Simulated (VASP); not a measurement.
# TaO (P6/mmm) in VASP: further runs

Aim: see how the results for TaO move with the level of theory and the settings. Levels: PBE, PBEsol-based screened hybrid with 25 % exact exchange. Tasks: single point.

Program: VASP 6.6.1. These are calculated values, not measurements. Logs are shortened: lines on timing, memory, paths and dates and some standing lists are left out, and cuts for length are marked.

## 1. The cell of the first run

The structure is hexagonal, space group P6/mmm (No. 191). The conventional cell has a = 3.066 Å, b = 3.066 Å, c = 3.855 Å, α = 90.00°, β = 90.00°, γ = 120.00°. Ta (site symmetry 6/mmm) has 2 O at 1.93 Å within 2.6 Å. Within 2.6 Å of O (site symmetry 6/mmm) lie 2 Ta at 1.93 Å.

## 2. Single point, PBE

Contents of INCAR:

```
SYSTEM = TaO
ALGO = Normal
EDIFF = 1E-6
ENCUT = 600
GGA = PE
GGA_COMPAT = .FALSE.
ISIF = 2
ISMEAR = -1
LASPH = .TRUE.
LCHARG = .TRUE.
LELF = .TRUE.
LREAL = .FALSE.
LVHAR = .TRUE.
LWAVE = .FALSE.
NBANDS = 16
NELM = 120
PREC = Accurate
SIGMA = 0.05
```

Contents of KPOINTS:

```
k-points
0
G
  6 6 4
  0 0 0
```

Contents of POSCAR:

```
TaO
1.0
    3.0661100000      0.0000000000      0.0000000000
   -1.5330600000      2.6553300000      0.0000000000
    0.0000000000      0.0000000000      3.8550200000
Ta O
1 1
Direct
    0.0000000000      0.0000000000      0.5000000000
    0.0000000000      0.0000000000      0.0000000000
```

Potentials or basis: VASP PAW PBE potentials, release 64 (Ta_pv, O).

On the command line:

```
$ cat potpaw_PBE.64/Ta_pv/POTCAR potpaw_PBE.64/O/POTCAR > POTCAR
$ mpirun -np 1 vasp_std > vasp.out
```

OUTCAR:

```text
SYSTEM = TaO
   EDIFF = 1E-6
   ENCUT = 600
   GGA = PE
   ISIF = 2
   ISMEAR = -1
   LASPH = .TRUE.
   LREAL = .FALSE.
   NELM = 120
   PREC = Accurate

 ion  position               nearest neighbor table
   1  0.000  0.000  0.500-   2 1.93   2 1.93
   2  0.000  0.000  0.000-   1 1.93   1 1.93

  LATTYP: Found a hexagonal cell.
 ALAT       =     3.0661100000
 C/A-ratio  =     1.2572999664

  Lattice vectors:

 A1 = (   3.0661100000,   0.0000000000,   0.0000000000)
 A2 = (  -1.5330600000,   2.6553300000,   0.0000000000)
 A3 = (   0.0000000000,   0.0000000000,   3.8550200000)

Analysis of symmetry for initial positions (statically):
=====================================================================
 Subroutine PRICEL returns:
 Original cell was already a primitive cell.

 Routine SETGRP: Setting up the symmetry group for a
 hexagonal supercell.

 Subroutine GETGRP returns: Found 24 space group operations
 (whereof 24 operations were pure point group operations)
 out of a pool of 24 trial point group operations.

The static configuration has the point symmetry D_6h.

Analysis of symmetry for dynamics (positions and initial velocities):
=====================================================================
 Subroutine PRICEL returns:
 Original cell was already a primitive cell.

 Routine SETGRP: Setting up the symmetry group for a
 hexagonal supercell.

 Subroutine GETGRP returns: Found 24 space group operations
 (whereof 24 operations were pure point group operations)
 out of a pool of 24 trial point group operations.

The dynamic configuration has the point symmetry D_6h.

 Subroutine INISYM returns: Found 24 space group operations
 (whereof 24 operations are pure point group operations),
 and found     1 'primitive' translations

----------------------------------------------------------------------------------------

                                     Primitive cell

  volume of cell :      31.3858

  direct lattice vectors                    reciprocal lattice vectors
     3.066110000  0.000000000  0.000000000     0.326146159  0.188301127  0.000000000
    -1.533060000  2.655330000  0.000000000     0.000000000  0.376601025  0.000000000
     0.000000000  0.000000000  3.855020000     0.000000000  0.000000000  0.259402026

  length of vectors
     3.066110000  3.066113235  3.855020000     0.376601423  0.376601025  0.259402026

  position of ions in fractional coordinates (direct lattice)
     0.000000000  0.000000000  0.500000000
     0.000000000  0.000000000  0.000000000

  ion indices of the primitive-cell ions
   primitive index   ion index
                 1           1
                 2           2

----------------------------------------------------------------------------------------

 KPOINTS: k-points

Automatic generation of k-mesh.
 Grid dimensions read from file:
 generate k-points for:    6    6    4

 Generating k-lattice:

  Cartesian coordinates                     Fractional coordinates (reciprocal lattice)
     0.054357693  0.031383521  0.000000000     0.166666667 -0.000000000  0.000000000
     0.000000000  0.062766838  0.000000000     0.000000000  0.166666667  0.000000000
     0.000000000  0.000000000  0.064850507     0.000000000  0.000000000  0.250000000

  Length of vectors
     0.062766904  0.062766838  0.064850507

  Shift w.r.t. Gamma in fractional coordinates (k-lattice)
     0.000000000  0.000000000  0.000000000

 Subroutine IBZKPT returns following result:
 ===========================================

 Found     21 irreducible k-points:

 Following reciprocal coordinates:
            Coordinates               Weight
  0.000000  0.000000  0.000000      1.000000
  0.166667  0.000000  0.000000      6.000000
  0.333333 -0.000000  0.000000      6.000000
  0.500000  0.000000  0.000000      3.000000
  0.166667  0.166667  0.000000      6.000000
  0.333333  0.166667  0.000000     12.000000
[... 13 lines left out ...]
  0.333333  0.166667  0.500000     12.000000
  0.333333  0.333333  0.500000      2.000000
   k-points           NKPTS =     21   k-points in BZ     NKDIM =     21   number of bands    NBANDS=     16
   number of dos      NEDOS =    301   number of ions     NIONS =      2
   total plane-waves  NPLWV =  18432
   dimension x,y,z NGX =    24 NGY =   24 NGZ =   32
   dimension x,y,z NGXF=    48 NGYF=   48 NGZF=   64
   ions per type =               1   1
   NGX,Y,Z   is equivalent  to a cutoff of  13.01, 13.01, 13.80 a.u.
   NGXF,Y,Z  is equivalent  to a cutoff of  26.03, 26.03, 27.60 a.u.
 SYSTEM =  TaO
   PREC   = accura    normal or accurate (medium, high low for compatibility)
   ISTART =      0    job   : 0-new  1-cont  2-samecut
   ICHARG =      2    charge: 1-file 2-atom 10-const
   ISPIN  =      1    spin polarized calculation?
   LNONCOLLINEAR =      F non collinear calculations
   LSORBIT =      F    spin-orbit coupling
   LASPH  =      T    aspherical Exc in radial PAW
   ENCUT  =  600.0 eV  44.10 Ry    6.64 a.u.   6.12  6.12  7.70*2*pi/ulx,y,z
   NELM   =    120;   NELMIN=  2; NELMDL= -5     # of ELM steps
   EDIFF  = 0.1E-05   stopping-criterion for ELM
   LREAL  =      F    real-space projection
   EDIFFG = 0.1E-04   stopping-criterion for IOM
   NSW    =      0    number of steps for IOM
   IBRION =     -1    ionic relax: 0-MD 1-quasi-New 2-CG
   NFREE  =      0    steps in history (QN), initial steepest desc. (CG)
   ISIF   =      2    stress and relaxation
   ISYM   =      2    0-nonsym 1-usesym 2-fastsym
   POTIM  = 0.5000    time-step for ionic-motion
   TEBEG  =    0.0;   TEEND  =   0.0 temperature during run
   PSTRESS=    0.0 pullay stress
   NELECT =      17.0000    total number of electrons
   NUPDOWN=      -1.0000    fix difference up-down
   EMIN   =  10.00;   EMAX   =-10.00  energy-range for DOS
   EFERMI =   0.00;   METHOD = LEGACY
   ISMEAR =    -1;   SIGMA  =   0.05  broadening in eV -4-tet -1-fermi 0-gaus
   EFERMI_NEDOS =   21; number of points for ismear=-14 and -15
   IALGO  =     38    algorithm
   IMIX   =      4    mixing-type and parameters
     AMIX     =   0.40;   BMIX     =  1.00
     AMIX_MAG =   1.60;   BMIX_MAG =  1.00
  volume/ion in A,a.u.               =      15.69       105.90
  Fermi-wavevector in a.u.,A,eV,Ry     =   1.334484  2.521810 24.229918  1.780849
  Thomas-Fermi vector in A             =   2.463262
   LORBIT       =      0    0 simple, 1 ext, 2 COOP (PROOUT), +10 PAW based schemes
   GGA     = PE    functional components
   LHFCALC =     F    Hartree Fock is set to
   AEXX    =    0.0000 exact exchange contribution
   IVDW    =     0    specifies the selected vdW correction
   LEPSILON=     F    determine dielectric tensor
   LRPA    =     F    only Hartree local field effects (RPA)
 non-spin polarized calculation
  energy-cutoff  :      600.00
  volume of cell :       31.39
 maximum number of plane-waves:      1072
   NGX = 13   NGY = 13   NGZ = 15

 number of electron      16.9999998 magnetization

 Free energy of the ion-electron system (eV)
  ---------------------------------------------------
  ext. energy  EPLUGINS =         0.00000000
  ---------------------------------------------------
  free energy    TOTEN  =       -19.52134640 eV

  energy without entropy =      -19.50919074  energy(sigma->0) =      -19.51526857

 E-fermi :   3.7877     XC(G=0): -11.0184

 val. band max:        3.7675193865   @ k =   0.3333  -0.0000   0.0000
 cond. band min:       3.8098969923   @ k =   0.3333   0.3333   0.0000
 fundamental gap:      0.0423776057
 Fermi energy:         3.7876850389

 k-point     1 :       0.0000    0.0000    0.0000
  band No.  band energies     occupation
      1     -31.2532      2.00000
      2     -30.6483      2.00000
      3     -30.6483      2.00000
      4     -15.7564      2.00000
      5      -1.6537      2.00000
      6       0.2483      2.00000
[... 8 lines left out ...]
     15      15.1242      0.00000
     16      16.3083      0.00000

 k-point     2 :       0.1667    0.0000    0.0000
  band No.  band energies     occupation
      1     -31.2341      2.00000
      2     -30.7981      2.00000
      3     -30.6835      2.00000
      4     -15.6476      2.00000
      5      -1.0680      2.00000
      6       0.3221      2.00000
[... 8 lines left out ...]
     15      15.7420      0.00000
     16      17.2009      0.00000

 k-point     3 :       0.3333   -0.0000    0.0000
  band No.  band energies     occupation
      1     -31.1955      2.00000
      2     -31.0875      2.00000
      3     -30.7530      2.00000
      4     -15.4233      2.00000
      5      -0.9018      2.00000
      6       0.5200      2.00000
[... 8 lines left out ...]
     15      16.0885      0.00000
     16      17.1328      0.00000

 k-point     4 :       0.5000    0.0000    0.0000
  band No.  band energies     occupation
      1     -31.2275      2.00000
      2     -31.1761      2.00000
      3     -30.7874      2.00000
      4     -15.3073      2.00000
      5      -1.1397      2.00000
      6       0.6361      2.00000
[... 8 lines left out ...]
     15      16.5788      0.00000
     16      17.1812      0.00000
[... 267 lines left out ...]
 k-point    19 :       0.1667    0.1667    0.5000
  band No.  band energies     occupation
      1     -31.3598      2.00000
      2     -30.9821      2.00000
      3     -30.7591      2.00000
      4     -13.9229      2.00000
      5      -3.7465      2.00000
      6      -1.4818      2.00000
[... 8 lines left out ...]
     15      16.1704      0.00000
     16      17.1918      0.00000

 k-point    20 :       0.3333    0.1667    0.5000
  band No.  band energies     occupation
      1     -31.3265      2.00000
      2     -31.1479      2.00000
      3     -30.8585      2.00000
      4     -13.7636      2.00000
      5      -3.5906      2.00000
      6      -2.1796      2.00000
[... 8 lines left out ...]
     15      16.5755      0.00000
     16      16.7793      0.00000

 k-point    21 :       0.3333    0.3333    0.5000
  band No.  band energies     occupation
      1     -31.3154      2.00000
      2     -31.0488      2.00000
      3     -31.0488      2.00000
      4     -13.7097      2.00000
      5      -3.5402      2.00000
      6      -1.6787      2.00000
[... 8 lines left out ...]
     15      16.2843      0.00000
     16      16.2843      0.00000

------------------------ aborting loop because EDIFF is reached ----------------------------------------

  FORCE on cell =-STRESS in cart. coord.  units (eV):
  Direction    XX          YY          ZZ          XY          YZ          ZX
  --------------------------------------------------------------------------------------
  -------------------------------------------------------------------------------------
  Total       -0.5425268     -0.5425272      0.3158763      0.0000010     -0.0000000     -0.0000000
  in kB      -27.6948438    -27.6948615     16.1248135      0.0000521     -0.0000000     -0.0000000
  external PRESSURE =     -13.0882972 kB  Pullay stress =       0.0000000 kB

 VOLUME and BASIS-vectors are now :
 -----------------------------------------------------------------------------
  energy-cutoff  :      600.00
  volume of cell :       31.39
      direct lattice vectors                 reciprocal lattice vectors
     3.066110000  0.000000000  0.000000000     0.326146159  0.188301127  0.000000000
    -1.533060000  2.655330000  0.000000000     0.000000000  0.376601025  0.000000000
     0.000000000  0.000000000  3.855020000     0.000000000  0.000000000  0.259402026

 POSITION                                       TOTAL-FORCE (eV/Angst)
 -----------------------------------------------------------------------------------
      0.00000      0.00000      1.92751         0.000000      0.000000      0.000000
      0.00000      0.00000      0.00000        -0.000000      0.000000      0.000000
 -----------------------------------------------------------------------------------
    total drift:                                0.000000     -0.000000      0.000000

  FREE ENERGIE OF THE ION-ELECTRON SYSTEM (eV)
  ---------------------------------------------------
  free  energy   TOTEN  =       -19.5213464020 eV

  energy  without entropy=      -19.5091907439  energy(sigma->0) =      -19.51526857
```

It used 23 s of CPU time on 1 thread of Intel Xeon 8259CL, with other jobs on the host.

Results:

```
Free energy            : -19.5213 eV
Pressure               : -1.3 GPa
Band gap on the k mesh : zero (an odd number of electrons rules out a gap without spin polarisation)
```

Caveat: the k points lie up to 0.41 Å⁻¹ apart, too coarse for converged energies and pressures of a metal; spin-orbit coupling is left out, which moves the levels of the heavy elements; an odd number of electrons without spin polarisation forces a metal; a magnetic or distorted state may lie lower.

(Part 1 of 2 ends here.)
